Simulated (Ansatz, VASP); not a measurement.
## Two plane-wave programs on Sc

```
Sc
1.0
     3.40205    0.00000    0.00000
    -1.70103    2.94626    0.00000
     0.00000    0.00000    4.98315
Sc
2
Direct
  0.33333 0.66667 0.25000
  0.66667 0.33333 0.75000
```

Alike in both runs: task single point; functional PBE; k mesh 18 × 18 × 10; occupations gaussian, width 0.15 eV; no spin polarisation.

```csv
,VASP,Ansatz
version,VASP 6.6.1,Ansatz 0.2.0
potentials or method,"VASP PAW PBE potentials, release 64 (Sc_sv), cutoff 520 eV","scalar-relativistic, plane waves, PAW"
valence electrons in the cell,22,22
```

```tsv
	VASP	Ansatz	Ansatz less VASP
gap on the k mesh at the Fermi level (eV)	none	none	-
pressure (GPa)	-0.7	-0.7	-0.05
traceless stress, the component that is largest in VASP (GPa)	3.02	3.02	-0.004
```

A gap of «none» marks a metal or a gap that the smearing closes. With one functional, cell and mesh, what is left measures potentials, basis and numerics.
